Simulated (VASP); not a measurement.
# Rh (Fm-3m) in VASP: further runs

Rh is run at these levels: PBE; tasks: single point, relaxation of cell and atoms.

Program: VASP 6.6.1. These are calculated values, not measurements. Logs are shortened: lines on timing, memory, paths and dates and some standing lists are left out, and cuts for length are marked.

### Step 1. The cell of the first run

Symmetry: Fm-3m, No. 225, cubic system. Conventional cell: a = 4.000 Å, b = 4.000 Å, c = 4.000 Å, α = 90.00°, β = 90.00°, γ = 90.00°. Within 3.7 Å of Rh (site symmetry m-3m) lie 12 Rh at 2.83 Å.

### Step 2. Single point, PBE

File INCAR:

```
ALGO = Normal
EDIFF = 1E-6
ENCUT = 500
GGA = PE
GGA_COMPAT = False
ISIF = 2
ISMEAR = -1
LASPH = True
LCHARG = False
LREAL = False
LWAVE = False
NBANDS = 14
NELM = 120
PREC = Accurate
SIGMA = 1.0
```

File KPOINTS:

```
k-points
0
Gamma
  17 17 17
```

File POSCAR:

```
Rh
1.0
    0.0000000000      1.9999751530      1.9999751530
    1.9999751530      0.0000000000      1.9999751530
    1.9999751530      1.9999751530      0.0000000000
Rh
1
Direct
    0.0000000000      0.0000000000      0.0000000000
```

Potentials or basis: VASP PAW PBE potentials, release 64 (Rh_pv).

Started as:

```sh
cat potpaw_PBE.64/Rh_pv/POTCAR > POTCAR
mpirun -np 1 vasp_std > vasp.out
```

OUTCAR:

```text
EDIFF = 1E-6
   ENCUT = 500
   GGA = PE
   ISIF = 2
   ISMEAR = -1
   LASPH = True
   LREAL = False
   NELM = 120
   PREC = Accurate

 ion  position               nearest neighbor table
   1  0.000  0.000  0.000-

  LATTYP: Found a face centered cubic cell.
 ALAT       =     3.9999503060

  Lattice vectors:

 A1 = (   0.0000000000,   1.9999751530,   1.9999751530)
 A2 = (   1.9999751530,   0.0000000000,   1.9999751530)
 A3 = (   1.9999751530,   1.9999751530,   0.0000000000)

Analysis of symmetry for initial positions (statically):
=====================================================================
 Subroutine PRICEL returns:
 Original cell was already a primitive cell.

 Routine SETGRP: Setting up the symmetry group for a
 face centered cubic supercell.

 Subroutine GETGRP returns: Found 48 space group operations
 (whereof 48 operations were pure point group operations)
 out of a pool of 48 trial point group operations.

The static configuration has the point symmetry O_h .

Analysis of symmetry for dynamics (positions and initial velocities):
=====================================================================
 Subroutine PRICEL returns:
 Original cell was already a primitive cell.

 Routine SETGRP: Setting up the symmetry group for a
 face centered cubic supercell.

 Subroutine GETGRP returns: Found 48 space group operations
 (whereof 48 operations were pure point group operations)
 out of a pool of 48 trial point group operations.

The dynamic configuration has the point symmetry O_h .

 Subroutine INISYM returns: Found 48 space group operations
 (whereof 48 operations are pure point group operations),
 and found     1 'primitive' translations

----------------------------------------------------------------------------------------

                                     Primitive cell

  volume of cell :      15.9994

  direct lattice vectors                    reciprocal lattice vectors
     0.000000000  1.999975153  1.999975153    -0.250003106  0.250003106  0.250003106
     1.999975153  0.000000000  1.999975153     0.250003106 -0.250003106  0.250003106
     1.999975153  1.999975153  0.000000000     0.250003106  0.250003106 -0.250003106

  length of vectors
     2.828391986  2.828391986  2.828391986     0.433018081  0.433018081  0.433018081

  position of ions in fractional coordinates (direct lattice)
     0.000000000  0.000000000  0.000000000

  ion indices of the primitive-cell ions
   primitive index   ion index
                 1           1

----------------------------------------------------------------------------------------

 KPOINTS: k-points

Automatic generation of k-mesh.
 Grid dimensions read from file:
 generate k-points for:   17   17   17

 Generating k-lattice:

  Cartesian coordinates                     Fractional coordinates (reciprocal lattice)
    -0.014706065  0.014706065  0.014706065     0.058823529  0.000000000  0.000000000
     0.014706065 -0.014706065  0.014706065     0.000000000  0.058823529  0.000000000
     0.014706065  0.014706065 -0.014706065     0.000000000  0.000000000  0.058823529

  Length of vectors
     0.025471652  0.025471652  0.025471652

  Shift w.r.t. Gamma in fractional coordinates (k-lattice)
     0.000000000  0.000000000  0.000000000

 Subroutine IBZKPT returns following result:
 ===========================================

 Found    165 irreducible k-points:

 Following reciprocal coordinates:
            Coordinates               Weight
  0.000000  0.000000  0.000000      1.000000
  0.058824  0.000000  0.000000      8.000000
  0.117647  0.000000  0.000000      8.000000
  0.176471  0.000000  0.000000      8.000000
  0.235294  0.000000  0.000000      8.000000
  0.294118  0.000000  0.000000      8.000000
[... 16 lines left out ...]
 -0.176471  0.058824  0.000000     24.000000
 -0.117647  0.058824  0.000000     24.000000
 [... further k-points ...]
   k-points           NKPTS =    165   k-points in BZ     NKDIM =    165   number of bands    NBANDS=     14
   number of dos      NEDOS =    301   number of ions     NIONS =      1
   total plane-waves  NPLWV =  13824
   dimension x,y,z NGX =    24 NGY =   24 NGZ =   24
   dimension x,y,z NGXF=    48 NGYF=   48 NGZF=   48
   ions per type =               1
   NGX,Y,Z   is equivalent  to a cutoff of  14.11, 14.11, 14.11 a.u.
   NGXF,Y,Z  is equivalent  to a cutoff of  28.21, 28.21, 28.21 a.u.
 SYSTEM =  unknown system
   PREC   = accura    normal or accurate (medium, high low for compatibility)
   ISTART =      0    job   : 0-new  1-cont  2-samecut
   ICHARG =      2    charge: 1-file 2-atom 10-const
   ISPIN  =      1    spin polarized calculation?
   LNONCOLLINEAR =      F non collinear calculations
   LSORBIT =      F    spin-orbit coupling
   LASPH  =      T    aspherical Exc in radial PAW
   ENCUT  =  500.0 eV  36.75 Ry    6.06 a.u.   5.16  5.16  5.16*2*pi/ulx,y,z
   NELM   =    120;   NELMIN=  2; NELMDL= -5     # of ELM steps
   EDIFF  = 0.1E-05   stopping-criterion for ELM
   LREAL  =      F    real-space projection
   EDIFFG = 0.1E-04   stopping-criterion for IOM
   NSW    =      0    number of steps for IOM
   IBRION =     -1    ionic relax: 0-MD 1-quasi-New 2-CG
   NFREE  =      0    steps in history (QN), initial steepest desc. (CG)
   ISIF   =      2    stress and relaxation
   ISYM   =      2    0-nonsym 1-usesym 2-fastsym
   POTIM  = 0.5000    time-step for ionic-motion
   TEBEG  =    0.0;   TEEND  =   0.0 temperature during run
   PSTRESS=    0.0 pullay stress
   NELECT =      15.0000    total number of electrons
   NUPDOWN=      -1.0000    fix difference up-down
   EMIN   =  10.00;   EMAX   =-10.00  energy-range for DOS
   EFERMI =   0.00;   METHOD = LEGACY
   ISMEAR =    -1;   SIGMA  =   1.00  broadening in eV -4-tet -1-fermi 0-gaus
   EFERMI_NEDOS =   21; number of points for ismear=-14 and -15
   IALGO  =     38    algorithm
   IMIX   =      4    mixing-type and parameters
     AMIX     =   0.40;   BMIX     =  1.00
     AMIX_MAG =   1.60;   BMIX_MAG =  1.00
  volume/ion in A,a.u.               =      16.00       107.97
  Fermi-wavevector in a.u.,A,eV,Ry     =   1.602276  3.027863 34.930078  2.567288
  Thomas-Fermi vector in A             =   2.699122
   LORBIT       =      0    0 simple, 1 ext, 2 COOP (PROOUT), +10 PAW based schemes
   GGA     = PE    functional components
   LHFCALC =     F    Hartree Fock is set to
   AEXX    =    0.0000 exact exchange contribution
   IVDW    =     0    specifies the selected vdW correction
   LEPSILON=     F    determine dielectric tensor
   LRPA    =     F    only Hartree local field effects (RPA)
 non-spin polarized calculation
  energy-cutoff  :      500.00
  volume of cell :       16.00
 maximum number of plane-waves:       419
 NGX is ok and might be reduce to    24
   NGX = 11   NGY = 11   NGZ = 11

 number of electron      15.0000000 magnetization

 Free energy of the ion-electron system (eV)
  ---------------------------------------------------
  ext. energy  EPLUGINS =         0.00000000
  ---------------------------------------------------
  free energy    TOTEN  =        -9.32787050 eV

  energy without entropy =       -5.54730849  energy(sigma->0) =       -7.43758950

 E-fermi :   9.8295     XC(G=0): -13.0606

 val. band max:        9.8276725344   @ k =  -0.3529   0.3529   0.1765
 cond. band min:       9.8298115495   @ k =  -0.4706   0.1176   0.0588
 fundamental gap:      0.0021390151
 Fermi energy:         9.8294615953

 k-point     1 :       0.0000    0.0000    0.0000
  band No.  band energies     occupation
      1     -36.6009      2.00000
      2     -36.6009      2.00000
      3     -36.6009      2.00000
      4       2.4568      1.99874
      5       7.0222      1.88614
      6       7.0222      1.88614
      7       7.0222      1.88614
      8       8.6514      1.52920
      9       8.6514      1.52920
     10      25.3258      0.00000
     11      29.9262      0.00000
     12      29.9262      0.00000
     13      29.9262      0.00000
     14      30.5920      0.00000

 k-point     2 :       0.0588    0.0000    0.0000
  band No.  band energies     occupation
      1     -36.6158      2.00000
      2     -36.6030      2.00000
      3     -36.6030      2.00000
      4       2.5782      1.99858
      5       6.9740      1.89120
      6       7.0663      1.88131
      7       7.0663      1.88131
      8       8.6288      1.53727
      9       8.6288      1.53727
     10      25.4724      0.00000
     11      29.1591      0.00000
     12      30.0788      0.00000
     13      30.0788      0.00000
     14      30.5930      0.00000

 k-point     3 :       0.1176    0.0000    0.0000
  band No.  band energies     occupation
      1     -36.6584      2.00000
      2     -36.6090      2.00000
      3     -36.6090      2.00000
      4       2.9278      1.99799
      5       6.8546      1.90285
      6       7.1789      1.86809
      7       7.1789      1.86809
      8       8.5840      1.55303
      9       8.5840      1.55303
     10      25.8157      0.00000
     11      27.6297      0.00000
     12      30.5125      0.00000
     13      30.5125      0.00000
     14      30.5934      0.00000
[... 324 lines left out ...]
 k-point    23 :      -0.1765    0.0588    0.0000
  band No.  band energies     occupation
      1     -36.7511      2.00000
      2     -36.6359      2.00000
      3     -36.6174      2.00000
      4       3.7439      1.99546
      5       6.6422      1.92070
      6       7.3513      1.84519
      7       7.3776      1.84139
      8       8.3909      1.61647
      9       8.8637      1.44855
     10      25.0227      0.00000
     11      26.5552      0.00000
     12      30.2234      0.00000
     13      30.5933      0.00000
     14      32.2620      0.00000

 k-point    24 :      -0.1176    0.0588    0.0000
  band No.  band energies     occupation
      1     -36.6842      2.00000
      2     -36.6234      2.00000
      3     -36.6089      2.00000
      4       3.1887      1.99739
      5       6.7408      1.91284
      6       7.2590      1.85788
      7       7.2845      1.85447
      8       8.4137      1.60933
      9       8.7193      1.50433
     10      26.0032      0.00000
     11      27.0428      0.00000
     12      29.8883      0.00000
     13      30.5935      0.00000
     14      31.3206      0.00000

 [... further k-points ...]

------------------------ aborting loop because EDIFF is reached ----------------------------------------

  FORCE on cell =-STRESS in cart. coord.  units (eV):
  Direction    XX          YY          ZZ          XY          YZ          ZX
  --------------------------------------------------------------------------------------
  -------------------------------------------------------------------------------------
  Total        0.0082877      0.0082877      0.0082877      0.0000000      0.0000000      0.0000000
  in kB        0.8299259      0.8299259      0.8299259      0.0000000      0.0000000      0.0000000
  external PRESSURE =       0.8299259 kB  Pullay stress =       0.0000000 kB

 VOLUME and BASIS-vectors are now :
 -----------------------------------------------------------------------------
  energy-cutoff  :      500.00
  volume of cell :       16.00
      direct lattice vectors                 reciprocal lattice vectors
     0.000000000  1.999975153  1.999975153    -0.250003106  0.250003106  0.250003106
     1.999975153  0.000000000  1.999975153     0.250003106 -0.250003106  0.250003106
     1.999975153  1.999975153  0.000000000     0.250003106  0.250003106 -0.250003106

 POSITION                                       TOTAL-FORCE (eV/Angst)
 -----------------------------------------------------------------------------------
      0.00000      0.00000      0.00000         0.000000      0.000000      0.000000
 -----------------------------------------------------------------------------------
    total drift:                               -0.000000      0.000000     -0.000000

  FREE ENERGIE OF THE ION-ELECTRON SYSTEM (eV)
  ---------------------------------------------------
  free  energy   TOTEN  =        -9.3278705041 eV

  energy  without entropy=       -5.5473084891  energy(sigma->0) =       -7.43758950
```

Run time: 11 s. Hardware: 1 thread of Intel Xeon 6975P-C (Granite Rapids), shared host; peak memory 0.16 GiB.

Results:

- Free energy: -9.3279 eV
- Pressure: 0.1 GPa
- Band gap on the k mesh: zero (an odd number of electrons rules out a gap without spin polarisation)

Levels at points of the mesh, in eV from the Fermi level:
```tsv
k point	band 6	band 7	band 8	band 9	band 10	band 11
(0.00, 0.00, 0.00)	-2.81	-2.81	-1.18	-1.18	15.50	20.10
```

Caveat: so wide a smearing shifts energies and pressures.

(Continued in part 2 of 2.)
